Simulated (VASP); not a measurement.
# GaAs (F-43m) in VASP: elastic constants with PBEsol

Aim: the elastic constants of GaAs with PBEsol.

Everything below comes from runs of VASP 6.6.1. Logs are shortened: lines on timing, memory, paths and dates and some standing lists are left out, and cuts for length are marked.

## Step 1: The cell of the first run

Symmetry: F-43m, No. 216, cubic system. Conventional cell: a = 5.658 Å, b = 5.658 Å, c = 5.658 Å, α = 90.00°, β = 90.00°, γ = 90.00°. Within 3.2 Å of Ga (site symmetry -43m) lie 4 As at 2.45 Å. Within 3.2 Å of As (site symmetry -43m) lie 4 Ga at 2.45 Å.

## Step 2: Elastic constants, PBEsol

INCAR reads:

```
SYSTEM = GaAs
PREC = Accurate
ENCUT = 600
EDIFF = 1E-8
ISMEAR = 0
SIGMA = 0.01
LREAL = .False.
LASPH = .True.
NELM = 80
ALGO = Normal
ISIF = 3
LWAVE = .False.
LCHARG = .True.
GGA = PS
NBANDS = 16
IBRION = 6
NFREE = 2
POTIM = 0.015
NSW = 1
```

KPOINTS reads:

```
Automatic mesh
0
Gamma
  8 8 8
  0 0 0
```

POSCAR reads:

```
GaAs
1.0
    2.8291472884      2.8291472884      0.0000000000
   -2.8291472884      2.8291472884      0.0000000000
    0.0000000000      2.8291472884      2.8291472884
Ga As
1 1
Direct
    0.0000000000      0.0000000000      0.0000000000
    0.7500000000      0.2500000000      0.5000000000
```

Potentials or basis: VASP PAW PBE potentials, release 64 (Ga_d, As).

On the command line:

```sh
cat potpaw_PBE.64/Ga_d/POTCAR potpaw_PBE.64/As/POTCAR > POTCAR
mpirun -np 1 vasp_std > vasp.out
```

OUTCAR:

```text
SYSTEM = GaAs
   PREC = Accurate
   ENCUT = 600
   EDIFF = 1E-8
   ISMEAR = 0
   LREAL = .False.
   LASPH = .True.
   NELM = 80
   ISIF = 3
   GGA = PS
   IBRION = 6
   NFREE = 2
   POTIM = 0.015
   NSW = 1

 ion  position               nearest neighbor table
   1  0.000  0.000  0.000-   2 2.45   2 2.45   2 2.45   2 2.45
   2  0.750  0.250  0.500-   1 2.45   1 2.45   1 2.45   1 2.45

  LATTYP: Found a face centered cubic cell.
 ALAT       =     5.6582945768

  Lattice vectors:

 A1 = (   0.0000000000,   2.8291472884,   2.8291472884)
 A2 = (   2.8291472884,   0.0000000000,   2.8291472884)
 A3 = (   2.8291472884,   2.8291472884,   0.0000000000)

Analysis of symmetry for initial positions (statically):
=====================================================================
 Subroutine PRICEL returns:
 Original cell was already a primitive cell.

 Routine SETGRP: Setting up the symmetry group for a
 face centered cubic supercell.

 Subroutine GETGRP returns: Found 24 space group operations
 (whereof 24 operations were pure point group operations)
 out of a pool of 48 trial point group operations.

The static configuration has the point symmetry T_d .

Analysis of symmetry for dynamics (positions and initial velocities):
=====================================================================
 Subroutine PRICEL returns:
 Original cell was already a primitive cell.

 Routine SETGRP: Setting up the symmetry group for a
 face centered cubic supercell.

 Subroutine GETGRP returns: Found 24 space group operations
 (whereof 24 operations were pure point group operations)
 out of a pool of 48 trial point group operations.

The dynamic configuration has the point symmetry T_d .

 Subroutine INISYM returns: Found 24 space group operations
 (whereof 24 operations are pure point group operations),
 and found     1 'primitive' translations

----------------------------------------------------------------------------------------

                                     Primitive cell

  volume of cell :      45.2894

  direct lattice vectors                    reciprocal lattice vectors
     2.829147288  2.829147288  0.000000000     0.176731697  0.176731697 -0.176731697
    -2.829147288  2.829147288  0.000000000    -0.176731697  0.176731697 -0.176731697
     0.000000000  2.829147288  2.829147288     0.000000000  0.000000000  0.353463393

  length of vectors
     4.001018465  4.001018465  4.001018465     0.306108278  0.306108278  0.353463393

  position of ions in fractional coordinates (direct lattice)
     0.000000000  0.000000000  0.000000000
     0.750000000  0.250000000  0.500000000

  ion indices of the primitive-cell ions
   primitive index   ion index
                 1           1
                 2           2

----------------------------------------------------------------------------------------

 KPOINTS: Automatic mesh

Automatic generation of k-mesh.
 Grid dimensions read from file:
 generate k-points for:    8    8    8

 Generating k-lattice:

  Cartesian coordinates                     Fractional coordinates (reciprocal lattice)
[... 102 lines left out ...]

 Free energy of the ion-electron system (eV)
  ---------------------------------------------------
  ext. energy  EPLUGINS =         0.00000000
  ---------------------------------------------------
  free energy    TOTEN  =        -9.08734151 eV

  energy without entropy =       -9.08734151  energy(sigma->0) =       -9.08734151

------------------------ aborting loop because EDIFF is reached ----------------------------------------

  FORCE on cell =-STRESS in cart. coord.  units (eV):
  Direction    XX          YY          ZZ          XY          YZ          ZX
  --------------------------------------------------------------------------------------
  -------------------------------------------------------------------------------------
  Total        0.0428983      0.0428983      0.0428983      0.0000000      0.0000000      0.0000000
  in kB        1.5175893      1.5175893      1.5175893      0.0000000      0.0000000      0.0000000
  external PRESSURE =       1.5175893 kB  Pullay stress =       0.0000000 kB
[... 89 lines left out ...]
  FREE ENERGIE OF THE ION-ELECTRON SYSTEM (eV)
  ---------------------------------------------------
  free  energy   TOTEN  =        -9.0831416415 eV

  energy  without entropy=       -9.0831416415  energy(sigma->0) =       -9.08314164

[... ionic steps 4 to 14 ...]

--------------------------------------- Ionic step       15  -------------------------------------------

 number of electron      18.0000006 magnetization

------------------------ aborting loop because EDIFF is reached ----------------------------------------
[... 67 lines left out ...]
--------------------------------------- Ionic step       17  -------------------------------------------

 number of electron      18.0000010 magnetization

 Free energy of the ion-electron system (eV)
  ---------------------------------------------------
  ext. energy  EPLUGINS =         0.00000000
  ---------------------------------------------------
  free energy    TOTEN  =        -9.08630209 eV

  energy without entropy =       -9.08630209  energy(sigma->0) =       -9.08630209

 E-fermi :   3.9496     XC(G=0):  -9.7612

 val. band max:        3.8285814923   @ k =   0.0000   0.0000   0.0000
 cond. band min:       4.2201943019   @ k =   0.0000   0.0000   0.0000
 fundamental gap:      0.3916128096
 Fermi energy:         3.9495661589

 k-point     1 :       0.0000    0.0000    0.0000
  band No.  band energies     occupation
      1     -10.9920      2.00000
      2     -10.9904      2.00000
      3     -10.9884      2.00000
      4     -10.9108      2.00000
      5     -10.9108      2.00000
      6      -8.9519      2.00000
[... 433 lines left out ...]
      3     -10.9569      2.00000
      4     -10.9154      2.00000
      5     -10.9074      2.00000
      6      -6.8297      2.00000
[... 8 lines left out ...]
     15      15.2673      0.00000
     16      15.8073      0.00000

 [... further k-points ...]

------------------------ aborting loop because EDIFF is reached ----------------------------------------

  FORCE on cell =-STRESS in cart. coord.  units (eV):
  Direction    XX          YY          ZZ          XY          YZ          ZX
  --------------------------------------------------------------------------------------
  -------------------------------------------------------------------------------------
  Total        0.0439778      0.0463068      0.0463068      0.0000000     -0.1087395      0.0000000
  in kB        1.5557759      1.6381682      1.6381682      0.0000000     -3.8468154      0.0000000
  external PRESSURE =       1.6107041 kB  Pullay stress =       0.0000000 kB
[... 17 lines left out ...]
  FREE ENERGIE OF THE ION-ELECTRON SYSTEM (eV)
  ---------------------------------------------------
  free  energy   TOTEN  =        -9.0863020925 eV

  energy  without entropy=       -9.0863020925  energy(sigma->0) =       -9.08630209

 INTERNAL STRAIN TENSORS FROM STRAINED CELLS
 ============================================

 INTERNAL STRAIN TENSOR FOR ION    1 for displacements in x,y,z  (eV/Angst):
          X           Y           Z          XY          YZ          ZX
  --------------------------------------------------------------------------------
  x    -0.00000    -0.00000     0.00000     0.00000    -7.25530     0.00000
  y     0.00000    -0.00000     0.00000     0.00000     0.00000    -7.25536
  z    -0.00000    -0.00000     0.00000    -7.25546     0.00000     0.00000

 INTERNAL STRAIN TENSORS FROM DISPLACED ATOMS
 ============================================

 INTERNAL STRAIN TENSOR FOR ION    1 for displacements in x,y,z  (eV/Angst):
          X           Y           Z          XY          YZ          ZX
  --------------------------------------------------------------------------------
  x     0.00000     0.00000     0.00000     0.00000    -7.25163     0.00000
  y    -0.00000    -0.00000    -0.00000     0.00000     0.00000    -7.25163
  z     0.00000     0.00000     0.00000    -7.25163     0.00000     0.00000

 INTERNAL STRAIN TENSOR FOR ION    2 for displacements in x,y,z  (eV/Angst):
          X           Y           Z          XY          YZ          ZX
  --------------------------------------------------------------------------------
  x     0.00000     0.00000     0.00000     0.00000     7.25689     0.00000
  y     0.00000     0.00000     0.00000     0.00000     0.00000     7.25689
  z     0.00000     0.00000     0.00000     7.25689     0.00000     0.00000

 Eigenvectors and eigenvalues of the dynamical matrix
 ----------------------------------------------------

   1 f  =    7.909958 THz    49.699731 2PiTHz  263.847791 cm-1    32.712942 meV
             X         Y         Z           dx          dy          dz
      0.000000  0.000000  0.000000     0.000042   -0.720118    0.000000
      1.414574  4.243721  1.414574    -0.000040    0.693852    0.000000
[... 21 lines left out ...]
   6 f/i=    0.004736 THz     0.029756 2PiTHz    0.157971 cm-1     0.019586 meV
             X         Y         Z           dx          dy          dz
      0.000000  0.000000  0.000000    -0.031134   -0.693153    0.000000
      1.414574  4.243721  1.414574    -0.032313   -0.719393    0.000000

--------------------------------------------------------------------------------------------------------

 ELASTIC MODULI CONTR FROM IONIC RELAXATION (kBar)
 Direction    XX          YY          ZZ          XY          YZ          ZX
 --------------------------------------------------------------------------------
 XX          -0.0000     -0.0000     -0.0000      0.0000     -0.0000     -0.0000
 YY          -0.0000     -0.0000     -0.0000      0.0000     -0.0000     -0.0000
 ZZ          -0.0000     -0.0000     -0.0000      0.0000     -0.0000     -0.0000
 XY           0.0000      0.0000      0.0000   -201.3677      0.0000      0.0000
 YZ          -0.0000     -0.0000     -0.0000      0.0000   -201.3677      0.0000
 ZX          -0.0000     -0.0000     -0.0000      0.0000      0.0000   -201.3677
 --------------------------------------------------------------------------------

 TOTAL ELASTIC MODULI (kBar)
 Direction    XX          YY          ZZ          XY          YZ          ZX
 --------------------------------------------------------------------------------
 XX        1102.9040    497.2462    497.2462      0.0000     -0.0000     -0.0000
 YY         497.2462   1102.9040    497.2462      0.0000     -0.0000     -0.0000
 ZZ         497.2462    497.2462   1102.9040      0.0000     -0.0000      0.0000
 XY           0.0000      0.0000      0.0000    551.5086      0.0000      0.0000
 YZ          -0.0000     -0.0000     -0.0000      0.0000    551.5086      0.0000
 ZX          -0.0000     -0.0000      0.0000      0.0000      0.0000    551.5086
 --------------------------------------------------------------------------------
```

Run time: 18 min. Hardware: 1 thread of Intel Xeon 8259CL, shared host; peak memory 0.37 GiB.

What came out:

| Item | Value |
| --- | --- |
| Elastic constants C11, C12, C44 | 110, 50, 55 GPa |
| Voigt bulk modulus | 70 GPa |
| Highest phonon frequency at Γ, LO-TO splitting left out | 264 cm⁻¹ |

Phonon frequencies in cm⁻¹ (negative: imaginary):
```csv
q point,frequencies
"(0.000, 0.000, 0.000)",0 0 0 264 264 264
```

Elastic tensor in Voigt notation (GPa, in the Cartesian axes of the cell as first typed):
```
110  50  50   0   0   0
 50 110  50   0   0   0
 50  50 110   0   0   0
  0   0   0  55   0   0
  0   0   0   0  55   0
  0   0   0   0   0  55
```

Clamped-ion elastic tensor (GPa):
```
110  50  50   0   0   0
 50 110  50   0   0   0
 50  50 110   0   0   0
  0   0   0  75   0   0
  0   0   0   0  75   0
  0   0   0   0   0  75
```

Caveat: the PAW data sets were made with another functional, which shifts forces and pressure a little.
